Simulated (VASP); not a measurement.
# InSe (C2/m) in VASP: further runs

InSe is run at these levels: PBEsol; tasks: single point.

All numbers are computed with VASP 6.6.1; they aren't measurements. Logs are shortened: lines on timing, memory, paths and dates and some standing lists are left out, and cuts for length are marked.

### 1 The cell of the first run

Symmetry: C2/m, No. 12, monoclinic system. The conventional cell has a = 11.045 Å, b = 4.357 Å, c = 4.531 Å, α = 90.00°, β = 109.51°, γ = 90.00°. In (site symmetry m) has 3 Se at 2.58 to 2.77 Å and 1 In at 2.62 Å within 3.4 Å. Se (site symmetry m) has 5 In at 2.58 to 3.63 Å and 3 Se at 3.22 to 3.53 Å within 3.7 Å.

### 2 Single point, PBEsol (strain -0.0600 x Voigt [1, -1, 0, 0, 0, 0])

INCAR

```
SYSTEM = InSe
  PREC = Accurate
  ENCUT = 520
  EDIFF = 1E-7
  ISMEAR = 0
  SIGMA = 0.05
  LREAL = .FALSE.
  LASPH = .TRUE.
  NELM = 60
  ALGO = Normal
  ISIF = 2
  LWAVE = .FALSE.
  LCHARG = .TRUE.
  GGA = PS
  LELF = .TRUE.
  LVHAR = .TRUE.
  NBANDS = 27
```

KPOINTS

```
regular mesh
0
G
  8 8 6
  0 0 0
```

POSCAR

```
InSe
1.0
    5.5224308558     -2.1785907072     -0.0052948673
    5.5224308558      2.1785907072     -0.0052948673
   -1.5088115802      0.0000000000      4.2720903652
In Se
2 2
Direct
    0.8858026589      0.8858026589      0.0290539339
    0.1141973411      0.1141973411      0.9709460661
    0.6547212217      0.6547212217      0.6374867706
    0.3452787783      0.3452787783      0.3625132294
```

Potentials or basis: VASP PAW PBE potentials, release 64 (In_d, Se).

Run with:

```
$ cat potpaw_PBE.64/In_d/POTCAR potpaw_PBE.64/Se/POTCAR > POTCAR
$ mpirun -np 1 vasp_std > vasp.out
```

OUTCAR:

```text
SYSTEM = InSe
   PREC = Accurate
   ENCUT = 520
   EDIFF = 1E-7
   ISMEAR = 0
   LREAL = .FALSE.
   LASPH = .TRUE.
   NELM = 60
   ISIF = 2
   GGA = PS

 ion  position               nearest neighbor table
   1  0.886  0.886  0.029-   3 2.58   2 2.62   4 2.77   4 2.77   2 3.65   2 3.65
   2  0.114  0.114  0.971-   4 2.58   1 2.62   3 2.77   3 2.77   1 3.65   1 3.65
   3  0.655  0.655  0.637-   1 2.58   2 2.77   2 2.77
   4  0.345  0.345  0.363-   2 2.58   1 2.77   1 2.77

  LATTYP: Found a base centered monoclinic cell.
 ALAT       =    11.0448667883
 B/A-ratio  =     0.3944983220
 C/A-ratio  =     0.4102089192
 COS(beta)  =    -0.3339232298

  Lattice vectors:

 A1 = (   5.5224308558,  -2.1785907072,  -0.0052948673)
 A2 = (   5.5224308558,   2.1785907072,  -0.0052948673)
 A3 = (  -1.5088115802,   0.0000000000,   4.2720903652)

Analysis of symmetry for initial positions (statically):
=====================================================================
 Subroutine PRICEL returns:
 Original cell was already a primitive cell.

 Routine SETGRP: Setting up the symmetry group for a
 base centered monoclinic supercell.

 Subroutine GETGRP returns: Found  4 space group operations
 (whereof  4 operations were pure point group operations)
 out of a pool of  4 trial point group operations.

The static configuration has the point symmetry C_2h.

Analysis of symmetry for dynamics (positions and initial velocities):
=====================================================================
 Subroutine PRICEL returns:
 Original cell was already a primitive cell.

 Routine SETGRP: Setting up the symmetry group for a
 base centered monoclinic supercell.

 Subroutine GETGRP returns: Found  4 space group operations
 (whereof  4 operations were pure point group operations)
 out of a pool of  4 trial point group operations.

The dynamic configuration has the point symmetry C_2h.

 Subroutine INISYM returns: Found  4 space group operations
 (whereof  4 operations are pure point group operations),
 and found     1 'primitive' translations

----------------------------------------------------------------------------------------

                                     Primitive cell

  volume of cell :     102.7612

  direct lattice vectors                    reciprocal lattice vectors
     5.522430856 -2.178590707 -0.005294867     0.090570508 -0.229506166  0.031987580
     5.522430856  2.178590707 -0.005294867     0.090570508  0.229506166  0.031987580
    -1.508811580  0.000000000  4.272090365     0.000224508  0.000000000  0.234156737

  length of vectors
     5.936625983  5.936625983  4.530702867     0.248795704  0.248795704  0.234156845

  position of ions in fractional coordinates (direct lattice)
     0.885802659  0.885802659  0.029053934
     0.114197341  0.114197341  0.970946066
     0.654721222  0.654721222  0.637486771
     0.345278778  0.345278778  0.362513229

  ion indices of the primitive-cell ions
   primitive index   ion index
                 1           1
                 2           2
                 3           3
                 4           4

----------------------------------------------------------------------------------------

 KPOINTS: regular mesh

Automatic generation of k-mesh.
 Grid dimensions read from file:
 generate k-points for:    8    8    6

 Generating k-lattice:

  Cartesian coordinates                     Fractional coordinates (reciprocal lattice)
     0.011321314 -0.028688271  0.003998447     0.125000000 -0.000000000  0.000000000
     0.011321314  0.028688271  0.003998447    -0.000000000  0.125000000  0.000000000
     0.000037418  0.000000000  0.039026123    -0.000000000 -0.000000000  0.166666667

  Length of vectors
     0.031099463  0.031099463  0.039026141

  Shift w.r.t. Gamma in fractional coordinates (k-lattice)
     0.000000000  0.000000000  0.000000000

 Subroutine IBZKPT returns following result:
 ===========================================

 Found    114 irreducible k-points:

 Following reciprocal coordinates:
            Coordinates               Weight
  0.000000  0.000000  0.000000      1.000000
  0.125000  0.000000  0.000000      4.000000
  0.250000  0.000000  0.000000      4.000000
  0.375000  0.000000  0.000000      4.000000
  0.500000  0.000000  0.000000      2.000000
  0.125000  0.125000  0.000000      2.000000
[... 16 lines left out ...]
  0.125000 -0.000000  0.166667      4.000000
  0.250000 -0.000000  0.166667      4.000000
 [... further k-points ...]
   k-points           NKPTS =    114   k-points in BZ     NKDIM =    114   number of bands    NBANDS=     27
   number of dos      NEDOS =    301   number of ions     NIONS =      4
   total plane-waves  NPLWV =  82944
   dimension x,y,z NGX =    48 NGY =   48 NGZ =   36
   dimension x,y,z NGXF=    96 NGYF=   96 NGZF=   72
   ions per type =               2   2
   NGX,Y,Z   is equivalent  to a cutoff of  13.44, 13.44, 13.21 a.u.
   NGXF,Y,Z  is equivalent  to a cutoff of  26.88, 26.88, 26.42 a.u.
 SYSTEM =  InSe
   PREC   = accura    normal or accurate (medium, high low for compatibility)
   ISTART =      0    job   : 0-new  1-cont  2-samecut
   ICHARG =      2    charge: 1-file 2-atom 10-const
   ISPIN  =      1    spin polarized calculation?
   LNONCOLLINEAR =      F non collinear calculations
   LSORBIT =      F    spin-orbit coupling
   LASPH  =      T    aspherical Exc in radial PAW
   ENCUT  =  520.0 eV  38.22 Ry    6.18 a.u.  11.04 11.04  8.42*2*pi/ulx,y,z
   NELM   =     60;   NELMIN=  2; NELMDL= -5     # of ELM steps
   EDIFF  = 0.1E-06   stopping-criterion for ELM
   LREAL  =      F    real-space projection
   EDIFFG = 0.1E-05   stopping-criterion for IOM
   NSW    =      0    number of steps for IOM
   IBRION =     -1    ionic relax: 0-MD 1-quasi-New 2-CG
   NFREE  =      0    steps in history (QN), initial steepest desc. (CG)
   ISIF   =      2    stress and relaxation
   ISYM   =      2    0-nonsym 1-usesym 2-fastsym
   POTIM  = 0.5000    time-step for ionic-motion
   TEBEG  =    0.0;   TEEND  =   0.0 temperature during run
   PSTRESS=    0.0 pullay stress
   NELECT =      38.0000    total number of electrons
   NUPDOWN=      -1.0000    fix difference up-down
   EMIN   =  10.00;   EMAX   =-10.00  energy-range for DOS
   EFERMI =   0.00;   METHOD = LEGACY
   ISMEAR =     0;   SIGMA  =   0.05  broadening in eV -4-tet -1-fermi 0-gaus
   EFERMI_NEDOS =   21; number of points for ismear=-14 and -15
   IALGO  =     38    algorithm
   IMIX   =      4    mixing-type and parameters
     AMIX     =   0.40;   BMIX     =  1.00
     AMIX_MAG =   1.60;   BMIX_MAG =  1.00
  volume/ion in A,a.u.               =      25.69       173.37
  Fermi-wavevector in a.u.,A,eV,Ry     =   1.175059  2.220539 18.786424  1.380763
  Thomas-Fermi vector in A             =   2.311446
   LORBIT       =      0    0 simple, 1 ext, 2 COOP (PROOUT), +10 PAW based schemes
   GGA     = PS    functional components
   LHFCALC =     F    Hartree Fock is set to
   AEXX    =    0.0000 exact exchange contribution
   IVDW    =     0    specifies the selected vdW correction
   LEPSILON=     F    determine dielectric tensor
   LRPA    =     F    only Hartree local field effects (RPA)
 non-spin polarized calculation
 Gauss-broadening in eV      SIGMA  =   0.05
  energy-cutoff  :      520.00
  volume of cell :      102.76
 maximum number of plane-waves:      2788
 NGX is ok and might be reduce to    48
   NGX = 23   NGY = 23   NGZ = 17

 number of electron      38.0000000 magnetization

 Free energy of the ion-electron system (eV)
  ---------------------------------------------------
  ext. energy  EPLUGINS =         0.00000000
  ---------------------------------------------------
  free energy    TOTEN  =       -15.32629747 eV

  energy without entropy =      -15.32629747  energy(sigma->0) =      -15.32629747

 E-fermi :   4.9953     XC(G=0):  -9.8233

 val. band max:        4.7976248773   @ k =  -0.3750  -0.3750   0.3333
 cond. band min:       5.1840578830   @ k =   0.0000   0.0000   0.5000
 fundamental gap:      0.3864330056
 Fermi energy:         4.9953311270

 k-point     1 :       0.0000    0.0000    0.0000
  band No.  band energies     occupation
      1      -9.8017      2.00000
      2      -9.7848      2.00000
      3      -9.4396      2.00000
      4      -9.3563      2.00000
      5      -9.3206      2.00000
      6      -9.3086      2.00000
[... 19 lines left out ...]
     26      11.3511      0.00000
     27      13.3787      0.00000

 k-point     2 :       0.1250    0.0000    0.0000
  band No.  band energies     occupation
      1      -9.8101      2.00000
      2      -9.7693      2.00000
      3      -9.4777      2.00000
      4      -9.3592      2.00000
      5      -9.3306      2.00000
      6      -9.3027      2.00000
[... 19 lines left out ...]
     26      11.5937      0.00000
     27      13.4934      0.00000

 k-point     3 :       0.2500    0.0000    0.0000
  band No.  band energies     occupation
      1      -9.8167      2.00000
      2      -9.7493      2.00000
      3      -9.5291      2.00000
      4      -9.3925      2.00000
      5      -9.3334      2.00000
      6      -9.3131      2.00000
[... 19 lines left out ...]
     26      11.5938      0.00000
     27      13.1137      0.00000

 k-point     4 :       0.3750    0.0000    0.0000
  band No.  band energies     occupation
      1      -9.8188      2.00000
      2      -9.7433      2.00000
      3      -9.5357      2.00000
      4      -9.4465      2.00000
      5      -9.3279      2.00000
      6      -9.3234      2.00000
[... 19 lines left out ...]
     26      12.4901      0.00000
     27      12.8915      0.00000

 k-point     5 :       0.5000    0.0000    0.0000
  band No.  band energies     occupation
      1      -9.8191      2.00000
      2      -9.7451      2.00000
      3      -9.5001      2.00000
      4      -9.4996      2.00000
      5      -9.3280      2.00000
      6      -9.3253      2.00000
[... 19 lines left out ...]
     26      12.5232      0.00000
     27      13.6812      0.00000

 k-point     6 :       0.1250    0.1250    0.0000
  band No.  band energies     occupation
      1      -9.8268      2.00000
      2      -9.7524      2.00000
      3      -9.4610      2.00000
      4      -9.3688      2.00000
      5      -9.3187      2.00000
      6      -9.3153      2.00000
[... 444 lines left out ...]
      1      -9.8790      2.00000
      2      -9.5595      2.00000
      3      -9.5509      2.00000
      4      -9.5241      2.00000
      5      -9.3367      2.00000
      6      -9.2856      2.00000
[... 19 lines left out ...]
     26      11.7397      0.00000
     27      12.2520      0.00000

 k-point    22 :       0.0000    0.0000    0.1667
  band No.  band energies     occupation
      1      -9.8020      2.00000
      2      -9.7906      2.00000
      3      -9.4410      2.00000
      4      -9.3497      2.00000
      5      -9.3241      2.00000
      6      -9.3137      2.00000
[... 19 lines left out ...]
     26      11.5630      0.00000
     27      12.9862      0.00000

 k-point    23 :       0.1250   -0.0000    0.1667
  band No.  band energies     occupation
      1      -9.8133      2.00000
      2      -9.7759      2.00000
      3      -9.4750      2.00000
      4      -9.3501      2.00000
      5      -9.3344      2.00000
      6      -9.3002      2.00000
[... 19 lines left out ...]
     26      11.2053      0.00000
     27      13.2289      0.00000

 k-point    24 :       0.2500   -0.0000    0.1667
  band No.  band energies     occupation
      1      -9.8195      2.00000
      2      -9.7610      2.00000
      3      -9.5239      2.00000
      4      -9.3850      2.00000
      5      -9.3348      2.00000
      6      -9.3151      2.00000
[... 19 lines left out ...]
     26      11.7449      0.00000
     27      13.0081      0.00000

 [... further k-points ...]

------------------------ aborting loop because EDIFF is reached ----------------------------------------

  FORCE on cell =-STRESS in cart. coord.  units (eV):
  Direction    XX          YY          ZZ          XY          YZ          ZX
  --------------------------------------------------------------------------------------
  -------------------------------------------------------------------------------------
  Total        5.2653438     -2.4394380      0.1776040      0.0000000      0.0000000      1.3998164
  in kB       82.0933617    -38.0339213      2.7690710      0.0000000      0.0000000     21.8249066
  external PRESSURE =      15.6095038 kB  Pullay stress =       0.0000000 kB

 VOLUME and BASIS-vectors are now :
 -----------------------------------------------------------------------------
  energy-cutoff  :      520.00
  volume of cell :      102.76
      direct lattice vectors                 reciprocal lattice vectors
     5.522430856 -2.178590707 -0.005294867     0.090570508 -0.229506166  0.031987580
     5.522430856  2.178590707 -0.005294867     0.090570508  0.229506166  0.031987580
    -1.508811580  0.000000000  4.272090365     0.000224508  0.000000000  0.234156737

 POSITION                                       TOTAL-FORCE (eV/Angst)
 -----------------------------------------------------------------------------------
      9.73973      0.00000      0.11474        -0.756696      0.000000      0.423438
     -0.20368      0.00000      4.14676         0.756696      0.000000     -0.423438
      6.26946      0.00000      2.71647        -0.312430      0.000000      0.046817
      3.26659      0.00000      1.54503         0.312430      0.000000     -0.046817
 -----------------------------------------------------------------------------------
    total drift:                               -0.000000     -0.000000      0.000000

  FREE ENERGIE OF THE ION-ELECTRON SYSTEM (eV)
  ---------------------------------------------------
  free  energy   TOTEN  =       -15.3262974686 eV

  energy  without entropy=      -15.3262974685  energy(sigma->0) =      -15.32629747
```

Wall time 6.2 min (1 thread of Intel Xeon Platinum 8375C at 2.90GHz (Ice Lake), shared host); peak memory 0.46 GiB.

Results:

```
Free energy            : -15.3263 eV
Pressure               : 1.6 GPa
Largest force          : 0.867 eV/Å
Band gap on the k mesh : 0.39 eV (least direct gap 0.75 eV)
```

Forces on the atoms (eV/Å):
```
In  -0.757  0.000  0.423
In   0.757  0.000 -0.423
Se  -0.312  0.000  0.047
Se   0.312  0.000 -0.047
```

Stress tensor (GPa, compression positive):
```
 8.21  0.00  2.18
 0.00 -3.80  0.00
 2.18  0.00  0.28
```

Caveat: the cell differs from its parent crystal (strain -0.0600 x Voigt [1, -1, 0, 0, 0, 0]); the PAW data sets were made with another functional, which shifts forces and pressure a little; spin-orbit coupling is left out, which moves the levels of the heavy elements.

(Part 1 of 2 ends here.)
